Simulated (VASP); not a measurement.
# InSe (R3m) in VASP: settings compared, part 2 of 2

VASP 6.6.1.

## Step 4: Single point, PBEsol-based screened hybrid with 25 % exact exchange

This run uses another cell than the first one, of 29.24 Å³/atom.

POSCAR

```
InSe
1.0
    2.0000000000      1.1547005384      8.4400000000
   -2.0000000000      1.1547005384      8.4400000000
    0.0000000000     -2.3094010768      8.4400000000
In Se
2 2
Direct
    0.8886000000      0.8886000000      0.8886000000
    0.0000000000      0.0000000000      0.0000000000
    0.1719000000      0.1719000000      0.1719000000
    0.3835000000      0.3835000000      0.3835000000
```

INCAR.step1

```
SYSTEM = InSe
PREC = Accurate ; ENCUT = 520
EDIFF = 1E-5 ; ISMEAR = -1
SIGMA = 0.05 ; LREAL = .False.
LASPH = .True. ; NELM = 100
ALGO = Normal ; ISIF = 2
LWAVE = .True. ; LCHARG = .False.
NBANDS = 27 ; GGA = PE
LUSENCCL = .False.
```

INCAR.step2

```
SYSTEM = InSe
PREC = Accurate ; ENCUT = 520
EDIFF = 1E-6 ; ISMEAR = -1
SIGMA = 0.05 ; LREAL = .False.
LASPH = .True. ; NELM = 100
ALGO = Normal ; ISIF = 2
LWAVE = .False. ; LCHARG = .False.
GGA = PS ; LHFCALC = .True.
AEXX = 0.25 ; HFSCREEN = 0.207
PRECFOCK = Normal ; NBANDS = 27
ISTART = 1 ; LUSENCCL = .False.
```

KPOINTS

```
regular mesh
0
Gamma
  4 4 4
  0 0 0
```

Potentials or basis: VASP PAW PBE potentials, release 64 (In_d, Se).

Command:

```sh
$ cat potpaw_PBE.64/In_d/POTCAR potpaw_PBE.64/Se/POTCAR > POTCAR
$ cp INCAR.step1 INCAR
$ mpirun -np 1 vasp_std > vasp.out
$ cp INCAR.step2 INCAR
$ mpirun -np 1 vasp_std > vasp.out
```

OUTCAR:

```text
SYSTEM = InSe
   PREC = Accurate
   ENCUT = 520
   EDIFF = 1E-6
   ISMEAR = -1
   LREAL = .False.
   LASPH = .True.
   NELM = 100
   ISIF = 2
   GGA = PS
   LHFCALC = .True.
   AEXX = 0.25
   HFSCREEN = 0.207
   PRECFOCK = Normal
   ISTART = 1

 ion  position               nearest neighbor table
   1  0.889  0.889  0.889-   3 2.63   3 2.63   3 2.63   2 2.82
   2  0.000  0.000  0.000-   4 2.64   4 2.64   4 2.64   1 2.82
   3  0.172  0.172  0.172-   1 2.63   1 2.63   1 2.63
   4  0.383  0.383  0.383-   2 2.64   2 2.64   2 2.64

  LATTYP: Found a trigonal (rhomboedric) cell.
 ALAT       =     8.7502533297
 COS(alpha) =     0.8955162542

  Lattice vectors:

 A1 = (   2.0000000000,   1.1547005384,   8.4400000000)
 A2 = (  -2.0000000000,   1.1547005384,   8.4400000000)
 A3 = (   0.0000000000,  -2.3094010768,   8.4400000000)

Analysis of symmetry for initial positions (statically):
=====================================================================
 Subroutine PRICEL returns:
 Original cell was already a primitive cell.

[... 166 lines left out ...]

  energy without entropy =      -18.10302574  energy(sigma->0) =      -18.10302618

 E-fermi :   4.1210     XC(G=0):  -7.5657

 val. band max:        3.5897947201   @ k =   0.5000   0.5000   0.5000
 cond. band min:       4.6521284524   @ k =   0.5000   0.5000   0.5000
 fundamental gap:      1.0623337323
 Fermi energy:         4.1209616294

 k-point     1 :       0.0000    0.0000    0.0000
  band No.  band energies     occupation
      1     -12.9163      2.00000
      2     -12.7524      2.00000
      3     -12.7524      2.00000
      4     -12.6782      2.00000
      5     -12.6782      2.00000
      6     -12.6483      2.00000
[... 379 lines left out ...]
     26      10.0600      0.00000
     27      12.3576      0.00000

------------------------ aborting loop because EDIFF is reached ----------------------------------------

  FORCE on cell =-STRESS in cart. coord.  units (eV):
  Direction    XX          YY          ZZ          XY          YZ          ZX
  --------------------------------------------------------------------------------------
  -------------------------------------------------------------------------------------
  Total       -0.1922156     -0.1922156     -1.1416160      0.0000000      0.0000000      0.0000000
  in kB       -2.6333350     -2.6333350    -15.6400291      0.0000000      0.0000000      0.0000000
  external PRESSURE =      -6.9688997 kB  Pullay stress =       0.0000000 kB

 VOLUME and BASIS-vectors are now :
 -----------------------------------------------------------------------------
  energy-cutoff  :      520.00
  volume of cell :      116.95
      direct lattice vectors                 reciprocal lattice vectors
     2.000000000  1.154700538  8.440000000     0.250000000  0.144337567  0.039494471
    -2.000000000  1.154700538  8.440000000    -0.250000000  0.144337567  0.039494471
     0.000000000 -2.309401077  8.440000000     0.000000000 -0.288675135  0.039494471

 POSITION                                       TOTAL-FORCE (eV/Angst)
 -----------------------------------------------------------------------------------
      0.00000      0.00000     22.49935         0.000000      0.000000      0.132070
      0.00000      0.00000      0.00000         0.000000      0.000000     -0.112362
      0.00000      0.00000      4.35251         0.000000      0.000000      0.157929
      0.00000      0.00000      9.71022         0.000000      0.000000     -0.177637
 -----------------------------------------------------------------------------------
    total drift:                               -0.000001      0.000003      0.000233

  FREE ENERGIE OF THE ION-ELECTRON SYSTEM (eV)
  ---------------------------------------------------
  free  energy   TOTEN  =       -18.1030266223 eV

  energy  without entropy=      -18.1030257381  energy(sigma->0) =      -18.10302618
```

OUTCAR.step1:

```text
SYSTEM = InSe
   PREC = Accurate
   ENCUT = 520
   EDIFF = 1E-5
   ISMEAR = -1
   LREAL = .False.
   LASPH = .True.
[... 605 lines left out ...]
      0.00000      0.00000      0.00000         0.000000      0.000000     -0.354526
      0.00000      0.00000      4.35251         0.000000      0.000000     -0.278924
      0.00000      0.00000      9.71022         0.000000      0.000000      0.264318
 -----------------------------------------------------------------------------------
    total drift:                                0.000000      0.000000      0.000369

  FREE ENERGIE OF THE ION-ELECTRON SYSTEM (eV)
  ---------------------------------------------------
  free  energy   TOTEN  =       -14.0629658419 eV

  energy  without entropy=      -14.0627359827  energy(sigma->0) =      -14.06285091
```

OSZICAR.step1:

```text
N       E                     dE             d eps       ncg     rms          rms(c)
DAV:   1     0.344500427803E+03    0.34450E+03   -0.17284E+04   702   0.154E+03
DAV:   2     0.270834110352E+02   -0.31742E+03   -0.30734E+03   713   0.389E+02
DAV:   3    -0.127238938865E+02   -0.39807E+02   -0.39122E+02   922   0.147E+02
DAV:   4    -0.144561685632E+02   -0.17323E+01   -0.17276E+01   812   0.317E+01
DAV:   5    -0.145295364274E+02   -0.73368E-01   -0.73356E-01  1100   0.626E+00    0.666E+00
DAV:   6    -0.140774611330E+02    0.45208E+00   -0.87336E-01   977   0.149E+01    0.413E+00
DAV:   7    -0.140620150821E+02    0.15446E-01   -0.37979E-01   950   0.415E+00    0.124E+00
DAV:   8    -0.140614254662E+02    0.58962E-03   -0.32829E-02  1011   0.199E+00    0.581E-01
DAV:   9    -0.140627578381E+02   -0.13324E-02   -0.60197E-03   877   0.594E-01    0.149E-01
DAV:  10    -0.140628353596E+02   -0.77522E-04   -0.38192E-04   964   0.140E-01    0.812E-02
DAV:  11    -0.140629640765E+02   -0.12872E-03   -0.16289E-04   732   0.946E-02    0.198E-02
DAV:  12    -0.140629658419E+02   -0.17654E-05   -0.11413E-05   596   0.274E-02
   1 F= -.14062966E+02 E0= -.14062851E+02  d E =-.229859E-03
```

Run time: 28 min. Hardware: 1 × NVIDIA H100 80GB with 1 thread of AMD EPYC 7R13 (Zen 3), shared host; peak memory 1.5 GiB.

What came out:

| Item | Value |
| --- | --- |
| Free energy | -18.1030 eV |
| Pressure | -0.7 GPa |
| Largest force | 0.178 eV/Å |
| Band gap on the k mesh | 1.06 eV |

Forces in eV/Å, atoms in the order of the input:
```
In   0.000  0.000  0.132
In   0.000  0.000 -0.112
Se   0.000  0.000  0.158
Se   0.000  0.000 -0.178
```

Levels at points of the mesh, in eV from the valence-band top:
| k point | band 17 | band 18 | band 19 | band 20 | band 21 | band 22 |
| --- | --- | --- | --- | --- | --- | --- |
| (0.00, 0.00, 0.00) | -1.46 | -1.36 | -1.36 | 2.37 | 2.77 | 5.20 |
| (0.50, 0.00, 0.00) | -2.60 | -2.48 | -1.80 | 1.73 | 2.65 | 4.31 |
| (0.50, 0.50, 0.00) | -2.76 | -2.29 | -1.62 | 1.80 | 2.57 | 3.93 |
| (0.50, 0.50, 0.50) | -1.28 | -1.28 | 0.00 | 1.06 | 2.85 | 5.10 |

Caveat: the k points lie up to 0.46 Å⁻¹ apart; the PAW data sets were made with another functional, which shifts forces and pressure a little; spin-orbit coupling is left out, which moves the levels of the heavy elements. A k mesh can miss the band edges.

## Step 5: Overview

| level | cell | k mesh | grid for exact exchange (PRECFOCK) | share of exact exchange | screening parameter | gap on the mesh (eV) | pressure (GPa) | largest force (eV/Å) |
| --- | --- | --- | --- | --- | --- | --- | --- | --- |
| PBEsol | a = 8.167 Å, angles 27.5°, 4 atoms, atomic positions A | 8 × 8 × 8 | - | - | - | 0.57 | 5.1 | 0.02 |
| PBEsol | a = 8.748 Å, angles 26.5°, 4 atoms, atomic positions B | 8 × 8 × 8 | - | - | - | 0.35 | 0.1 | 0.04 |
| PBEsol-based screened hybrid with 25 % exact exchange | a = 8.750 Å, angles 26.4°, 4 atoms, atomic positions C | 4 × 4 × 4 | Normal | 0.25 | 0.207 1/Å | 1.06 | -0.7 | 0.18 |

Alike in all rows: task single point; potentials or basis VASP PAW PBE potentials, release 64 (In_d, Se); no spin polarisation; cutoff (eV) 520; smearing fermi-dirac 0.05 eV.

Caveats: some runs use coarse meshes; the PAW data sets were made with another functional, which shifts forces and pressure a little; spin-orbit coupling is left out, which moves the levels of the heavy elements; the cell stands under pressure (at least some runs).

Total energies depend on the potentials used, so only differences within one code and one set of settings carry meaning.

## Step 6: How close it comes

Step 3. A measured gap of InSe is 1.25 eV (300 K; “The Interaction of Hydrogen with the van der Waals Crystal γ-InSe”, 2020, pmc:7321205); the calculated 0.35 eV misses it by -0.90 eV. Spin-orbit coupling on In, Se is left out. The value is that of PBEsol on a finite k mesh, which can miss the band edges, without temperature or zero-point motion. Semilocal functionals fall short of measured gaps as a rule.
